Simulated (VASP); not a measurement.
# Ta3Ga (P6_3/mmc) in VASP: further runs

Ta3Ga is run at these levels: PBE; tasks: single point.

All numbers are computed with VASP 6.6.1; they aren't measurements. Logs are shortened: lines on timing, memory, paths and dates and some standing lists are left out, and cuts for length are marked.

**1. The cell of the first run**

It takes space group P6_3/mmc (No. 194, hexagonal). The conventional cell has a = 5.766 Å, b = 5.766 Å, c = 4.881 Å, α = 90.00°, β = 90.00°, γ = 120.00°. Within 3.7 Å of Ta (site symmetry mm2) lie 8 Ta at 2.84 to 2.94 Å and 4 Ga at 2.88 to 2.97 Å. Ga (site symmetry -6m2) has 12 Ta at 2.88 to 2.97 Å within 3.8 Å.

**2. Single point, PBE**

Input file INCAR:

```
SYSTEM = Ta3Ga
ALGO     = Normal         ! electronic algorithm
EDIFF    = 1E-6           ! SCF threshold, eV
ENCUT    = 520            ! plane-wave cutoff, eV
GGA      = PE             ! functional
ISIF     = 2              ! what is computed and relaxed
ISMEAR   = 0              ! smearing method
LASPH    = .TRUE.         ! aspherical terms in the spheres
LCHARG   = .FALSE.        ! write CHGCAR
LREAL    = .FALSE.        ! projectors in reciprocal space
LWAVE    = .FALSE.        ! write WAVECAR
NBANDS   = 56             ! bands
NELM     = 100            ! most SCF steps
PREC     = Accurate       ! precision mode
SIGMA    = 0.1            ! smearing width, eV
```

Input file KPOINTS:

```
k-points
0
G
  3 3 4
  0 0 0
```

Input file POSCAR:

```
Ta3Ga
1.0
    5.7655756345      0.0000000000      0.0000000000
   -2.8827878173      4.9931349669      0.0000000000
    0.0000000000      0.0000000000      4.8806332358
Ta Ga
6 2
Direct
    0.8357201114      0.6714402229      0.2500000000
    0.1642798886      0.8357201114      0.7500000000
    0.3285597771      0.1642798886      0.2500000000
    0.1642798886      0.3285597771      0.7500000000
    0.8357201114      0.1642798886      0.2500000000
    0.6714402229      0.8357201114      0.7500000000
    0.3333333333      0.6666666667      0.2500000000
    0.6666666667      0.3333333333      0.7500000000
```

Potentials or basis: VASP PAW PBE potentials, release 64 (Ta_pv, Ga_d).

Command:

```sh
> cat potpaw_PBE.64/Ta_pv/POTCAR potpaw_PBE.64/Ga_d/POTCAR > POTCAR
> mpirun -np 1 vasp_std > vasp.out
```

OUTCAR:

```text
SYSTEM = Ta3Ga
   EDIFF = 1E-6
   ENCUT = 520
   GGA = PE
   ISIF = 2
   ISMEAR = 0
   LASPH = .TRUE.
   LREAL = .FALSE.
   NELM = 100
   PREC = Accurate

 ion  position               nearest neighbor table
   1  0.836  0.671  0.250-   3 2.84   5 2.84   7 2.88   7 2.88   3 2.92   5 2.92   6 2.94   6 2.94
                             2 2.94   2 2.94   8 2.97   8 2.97
   2  0.164  0.836  0.750-   6 2.84   4 2.84   8 2.88   8 2.88   6 2.92   4 2.92   1 2.94   1 2.94
                             3 2.94   3 2.94   7 2.97   7 2.97
   3  0.329  0.164  0.250-   1 2.84   5 2.84   7 2.88   7 2.88   1 2.92   5 2.92   4 2.94   4 2.94
                             2 2.94   2 2.94   8 2.97   8 2.97
   4  0.164  0.329  0.750-   6 2.84   2 2.84   8 2.88   8 2.88   6 2.92   2 2.92   3 2.94   3 2.94
                             5 2.94   5 2.94   7 2.97   7 2.97
   5  0.836  0.164  0.250-   3 2.84   1 2.84   7 2.88   7 2.88   3 2.92   1 2.92   4 2.94   4 2.94
                             6 2.94   6 2.94   8 2.97   8 2.97
   6  0.671  0.836  0.750-   4 2.84   2 2.84   8 2.88   8 2.88   4 2.92   2 2.92   1 2.94   1 2.94
                             5 2.94   5 2.94   7 2.97   7 2.97
   7  0.333  0.667  0.250-   5 2.88   5 2.88   1 2.88   1 2.88   3 2.88   3 2.88   2 2.97   2 2.97
                             6 2.97   6 2.97   4 2.97   4 2.97
   8  0.667  0.333  0.750-   2 2.88   2 2.88   4 2.88   4 2.88   6 2.88   6 2.88   5 2.97   5 2.97
                             3 2.97   3 2.97   1 2.97   1 2.97

  LATTYP: Found a hexagonal cell.
 ALAT       =     5.7655756345
 C/A-ratio  =     0.8465127413

  Lattice vectors:

 A1 = (   5.7655756345,   0.0000000000,   0.0000000000)
 A2 = (  -2.8827878173,   4.9931349669,   0.0000000000)
 A3 = (   0.0000000000,   0.0000000000,   4.8806332358)

Analysis of symmetry for initial positions (statically):
=====================================================================
 Subroutine PRICEL returns:
 Original cell was already a primitive cell.

 Routine SETGRP: Setting up the symmetry group for a
 hexagonal supercell.

 Subroutine GETGRP returns: Found 24 space group operations
 (whereof 12 operations were pure point group operations)
 out of a pool of 24 trial point group operations.

The static configuration has the point symmetry D_3d.
 The point group associated with its full space group is D_6h.

Analysis of symmetry for dynamics (positions and initial velocities):
=====================================================================
 Subroutine PRICEL returns:
 Original cell was already a primitive cell.

 Routine SETGRP: Setting up the symmetry group for a
 hexagonal supercell.

 Subroutine GETGRP returns: Found 24 space group operations
 (whereof 12 operations were pure point group operations)
 out of a pool of 24 trial point group operations.

The dynamic configuration has the point symmetry D_3d.
 The point group associated with its full space group is D_6h.

 Subroutine INISYM returns: Found 24 space group operations
 (whereof 12 operations are pure point group operations),
 and found     1 'primitive' translations

----------------------------------------------------------------------------------------

                                     Primitive cell

  volume of cell :     140.5051

  direct lattice vectors                    reciprocal lattice vectors
     5.765575635  0.000000000  0.000000000     0.173443219  0.100137489  0.000000000
    -2.882787817  4.993134967  0.000000000     0.000000000  0.200274979  0.000000000
     0.000000000  0.000000000  4.880633236     0.000000000  0.000000000  0.204891446

  length of vectors
     5.765575635  5.765575635  4.880633236     0.200274979  0.200274979  0.204891446

  position of ions in fractional coordinates (direct lattice)
     0.835720111  0.671440223  0.250000000
     0.164279889  0.835720111  0.750000000
     0.328559777  0.164279889  0.250000000
     0.164279889  0.328559777  0.750000000
     0.835720111  0.164279889  0.250000000
     0.671440223  0.835720111  0.750000000
     0.333333333  0.666666667  0.250000000
     0.666666667  0.333333333  0.750000000

  ion indices of the primitive-cell ions
   primitive index   ion index
                 1           1
                 2           2
                 3           3
                 4           4
                 5           5
                 6           6
                 7           7
                 8           8

----------------------------------------------------------------------------------------

 KPOINTS: k-points

Automatic generation of k-mesh.
 Grid dimensions read from file:
 generate k-points for:    3    3    4

 Generating k-lattice:

  Cartesian coordinates                     Fractional coordinates (reciprocal lattice)
     0.057814406  0.033379163  0.000000000     0.333333333  0.000000000  0.000000000
     0.000000000  0.066758326  0.000000000     0.000000000  0.333333333  0.000000000
     0.000000000  0.000000000  0.051222861     0.000000000  0.000000000  0.250000000

  Length of vectors
     0.066758326  0.066758326  0.051222861

  Shift w.r.t. Gamma in fractional coordinates (k-lattice)
     0.000000000  0.000000000  0.000000000

 Subroutine IBZKPT returns following result:
 ===========================================

 Found      9 irreducible k-points:

 Following reciprocal coordinates:
            Coordinates               Weight
  0.000000  0.000000  0.000000      1.000000
  0.333333  0.000000  0.000000      6.000000
  0.333333  0.333333  0.000000      2.000000
  0.000000  0.000000  0.250000      2.000000
  0.333333  0.000000  0.250000     12.000000
  0.333333  0.333333  0.250000      4.000000
  0.000000  0.000000  0.500000      1.000000
  0.333333  0.000000  0.500000      6.000000
  0.333333  0.333333  0.500000      2.000000
   k-points           NKPTS =      9   k-points in BZ     NKDIM =      9   number of bands    NBANDS=     56
   number of dos      NEDOS =    301   number of ions     NIONS =      8
   total plane-waves  NPLWV =  82944
   dimension x,y,z NGX =    48 NGY =   48 NGZ =   36
   dimension x,y,z NGXF=    96 NGYF=   96 NGZF=   72
   ions per type =               6   2
   NGX,Y,Z   is equivalent  to a cutoff of  13.84, 13.84, 12.26 a.u.
   NGXF,Y,Z  is equivalent  to a cutoff of  27.68, 27.68, 24.52 a.u.
 SYSTEM =  Ta3Ga
   PREC   = accura    normal or accurate (medium, high low for compatibility)
   ISTART =      0    job   : 0-new  1-cont  2-samecut
   ICHARG =      2    charge: 1-file 2-atom 10-const
   ISPIN  =      1    spin polarized calculation?
   LNONCOLLINEAR =      F non collinear calculations
   LSORBIT =      F    spin-orbit coupling
   LASPH  =      T    aspherical Exc in radial PAW
   ENCUT  =  520.0 eV  38.22 Ry    6.18 a.u.  10.72 10.72  9.07*2*pi/ulx,y,z
   NELM   =    100;   NELMIN=  2; NELMDL= -5     # of ELM steps
   EDIFF  = 0.1E-05   stopping-criterion for ELM
   LREAL  =      F    real-space projection
   EDIFFG = 0.1E-04   stopping-criterion for IOM
   NSW    =      0    number of steps for IOM
   IBRION =     -1    ionic relax: 0-MD 1-quasi-New 2-CG
   NFREE  =      0    steps in history (QN), initial steepest desc. (CG)
   ISIF   =      2    stress and relaxation
   ISYM   =      2    0-nonsym 1-usesym 2-fastsym
   POTIM  = 0.5000    time-step for ionic-motion
   TEBEG  =    0.0;   TEEND  =   0.0 temperature during run
   PSTRESS=    0.0 pullay stress
   NELECT =      92.0000    total number of electrons
   NUPDOWN=      -1.0000    fix difference up-down
   EMIN   =  10.00;   EMAX   =-10.00  energy-range for DOS
   EFERMI =   0.00;   METHOD = LEGACY
   ISMEAR =     0;   SIGMA  =   0.10  broadening in eV -4-tet -1-fermi 0-gaus
   EFERMI_NEDOS =   21; number of points for ismear=-14 and -15
   IALGO  =     38    algorithm
   IMIX   =      4    mixing-type and parameters
     AMIX     =   0.40;   BMIX     =  1.00
     AMIX_MAG =   1.60;   BMIX_MAG =  1.00
  volume/ion in A,a.u.               =      17.56       118.52
  Fermi-wavevector in a.u.,A,eV,Ry     =   1.421587  2.686410 27.496138  2.020909
  Thomas-Fermi vector in A             =   2.542381
   LORBIT       =      0    0 simple, 1 ext, 2 COOP (PROOUT), +10 PAW based schemes
   GGA     = PE    functional components
   LHFCALC =     F    Hartree Fock is set to
   AEXX    =    0.0000 exact exchange contribution
   IVDW    =     0    specifies the selected vdW correction
   LEPSILON=     F    determine dielectric tensor
   LRPA    =     F    only Hartree local field effects (RPA)
 non-spin polarized calculation
 Gauss-broadening in eV      SIGMA  =   0.10
  energy-cutoff  :      520.00
  volume of cell :      140.51
 maximum number of plane-waves:      3798
 NGX is ok and might be reduce to    48
   NGX = 21   NGY = 21   NGZ = 19

 number of electron      92.0000017 magnetization

 Free energy of the ion-electron system (eV)
  ---------------------------------------------------
  ext. energy  EPLUGINS =         0.00000000
  ---------------------------------------------------
  free energy    TOTEN  =       -76.80403412 eV

  energy without entropy =      -76.73611748  energy(sigma->0) =      -76.77007580

 E-fermi :   6.0857     XC(G=0): -12.4311

 val. band max:        6.0386920655   @ k =   0.3333   0.0000   0.2500
 cond. band min:       6.0902160320   @ k =   0.3333   0.3333   0.0000
 fundamental gap:      0.0515239665
 Fermi energy:         6.0856900819

 k-point     1 :       0.0000    0.0000    0.0000
  band No.  band energies     occupation
      1     -28.5779      2.00000
      2     -28.4844      2.00000
      3     -28.3954      2.00000
      4     -28.3204      2.00000
      5     -28.3204      2.00000
      6     -28.2488      2.00000
[... 48 lines left out ...]
     55       9.4229      0.00000
     56       9.5552      0.00000

 k-point     2 :       0.3333    0.0000    0.0000
  band No.  band energies     occupation
      1     -28.4480      2.00000
      2     -28.4326      2.00000
      3     -28.3093      2.00000
      4     -28.2495      2.00000
      5     -28.2186      2.00000
      6     -28.1908      2.00000
[... 406 lines left out ...]
  band No.  band energies     occupation
      1     -28.3661      2.00000
      2     -28.3661      2.00000
      3     -28.3053      2.00000
      4     -28.3053      2.00000
      5     -28.2722      2.00000
      6     -28.2722      2.00000
[... 48 lines left out ...]
     55       9.4993      0.00000
     56       9.5205      0.00000

------------------------ aborting loop because EDIFF is reached ----------------------------------------

  FORCE on cell =-STRESS in cart. coord.  units (eV):
  Direction    XX          YY          ZZ          XY          YZ          ZX
  --------------------------------------------------------------------------------------
  -------------------------------------------------------------------------------------
  Total        0.2542320      0.2542320     -0.1641851     -0.0000000      0.0000000      0.0000000
  in kB        2.8990028      2.8990028     -1.8721993     -0.0000000      0.0000000      0.0000000
  external PRESSURE =       1.3086021 kB  Pullay stress =       0.0000000 kB

 VOLUME and BASIS-vectors are now :
 -----------------------------------------------------------------------------
  energy-cutoff  :      520.00
  volume of cell :      140.51
      direct lattice vectors                 reciprocal lattice vectors
     5.765575635  0.000000000  0.000000000     0.173443219  0.100137489  0.000000000
    -2.882787817  4.993134967  0.000000000     0.000000000  0.200274979  0.000000000
     0.000000000  0.000000000  4.880633236     0.000000000  0.000000000  0.204891446

 POSITION                                       TOTAL-FORCE (eV/Angst)
 -----------------------------------------------------------------------------------
      2.88279      3.35259      1.22016        -0.000000      0.022901      0.000000
     -1.46204      4.17286      3.66047        -0.019833      0.011451     -0.000000
      1.42075      0.82027      1.22016        -0.019833     -0.011451     -0.000000
      0.00000      1.64054      3.66047         0.000000     -0.022901     -0.000000
      4.34482      0.82027      1.22016         0.019833     -0.011451     -0.000000
      1.46204      4.17286      3.66047         0.019833      0.011451      0.000000
     -0.00000      3.32876      1.22016        -0.000000      0.000000     -0.000000
      2.88279      1.66438      3.66047         0.000000      0.000000     -0.000000
 -----------------------------------------------------------------------------------
    total drift:                               -0.000000      0.000000     -0.000000

  FREE ENERGIE OF THE ION-ELECTRON SYSTEM (eV)
  ---------------------------------------------------
  free  energy   TOTEN  =       -76.8040341250 eV

  energy  without entropy=      -76.7361174827  energy(sigma->0) =      -76.77007580
```

It took 2.4 min on 1 thread of Intel Xeon 8259CL, shared host; peak memory 0.29 GiB.

What came out:

| Property | Result |
| --- | --- |
| Free energy | -76.8040 eV |
| Pressure | 0.1 GPa |
| Largest force | 0.023 eV/Å |
| Band gap on the k mesh | zero (bands 46 and 47 overlap by 0.63 eV) |

Forces in eV/Å, atoms in the order of the input:
```
Ta   0.000  0.023  0.000
Ta  -0.020  0.011  0.000
Ta  -0.020 -0.011  0.000
Ta   0.000 -0.023  0.000
Ta   0.020 -0.011  0.000
Ta   0.020  0.011  0.000
Ga   0.000  0.000  0.000
Ga   0.000  0.000  0.000
```

Stress tensor (GPa, compression positive):
```
 0.29  0.00  0.00
 0.00  0.29  0.00
 0.00  0.00 -0.19
```

Caveat: the k points lie up to 0.42 Å⁻¹ apart, too coarse for converged energies and pressures of a metal; spin-orbit coupling is left out, which moves the levels of the heavy elements.

[end of part 1 of 2]
